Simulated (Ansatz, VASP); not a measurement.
One calculation of AlN, two programs

The input INCAR:

```
ALGO = Normal
EDIFF = 1E-6
ENCUT = 520
GGA = PS
ISIF = 2
ISMEAR = 0
LASPH = T
LCHARG = F
LREAL = F
LWAVE = F
NBANDS = 11
NELM = 80
PREC = Accurate
SIGMA = 0.05
```

The input KPOINTS:

```
k-points
0
Gamma
  10 10 10
```

The input POSCAR:

```
AlN
1.0
    0.0000000000      2.2908669450      2.1375515447
    2.1375515447      0.0000000000      2.1375515447
    2.1375515447      2.2908669450      0.0000000000
Al N
1 1
Direct
   -0.0112666392      0.0112666392      0.0112666392
    0.7717028100      0.7282971900      0.7282971900
```

Input for Ansatz:

```yaml
crystal:
  lattice:
    - [0.0, 2.290866945, 2.1375515447]
    - [2.1375515447, 0.0, 2.1375515447]
    - [2.1375515447, 2.290866945, 0.0]
  atoms:
    - { symbol: Al, position: [-0.0112666392, 0.0112666392, 0.0112666392] }
    - { symbol: "N", position: [0.77170281, 0.72829719, 0.72829719] }
basis:
  ecutwfc: 520.0
kpoints:
  mp_grid: { grid: [10, 10, 10] }
hamiltonian:
  xc: pbesol
  pseudopotentials: { kind: paw, azcp: { folder: soft_1 } }
scf:
  occupations: { method: gaussian, width: 0.05 }
output:
  forces: true
  stress: true
  eigenvalues: true
  write_density: true
  write_potential: true
  elf: true
  volumetric_format: npy
```

Change from the starting cell: mode 4 frozen in at -0.095 Å, strain +e along z and -e/2 along x and y +0.0467.

Alike in both runs: task single point; functional PBEsol; k mesh 10 × 10 × 10; occupations gaussian, width 0.05 eV; no spin polarisation.

```csv
,VASP,Ansatz
version,VASP 6.6.1,Ansatz 0.2.0
potentials or method,"VASP PAW PBE potentials, release 64 (Al, N), cutoff 520 eV","scalar-relativistic, plane waves, PAW"
valence electrons in the cell,8,8
```

Ansatz gave:

| Item | Value |
| --- | --- |
| gap on the k mesh at the Fermi level (eV) | 2.76 |
| least direct gap on the mesh (eV) | 3.67 |
| pressure (GPa) | 2.2 |
| traceless stress, the component that is largest in VASP (GPa) | -9.86 |
| rms of the force components (eV/Å) | 1.088 |

Q: What did VASP give for the same quantities?

A: gap on the k mesh at the Fermi level (eV): 2.75; least direct gap on the mesh (eV): 3.69; pressure (GPa): 2.2; traceless stress, the component that is largest in VASP (GPa): -10.01; rms of the force components (eV/Å): 1.096.

VASP's potentials were made for PBE, not for PBEsol, and Ansatz warns of the same on its side. Atom by atom the forces differ by 0.009 eV/Å (rms over components).
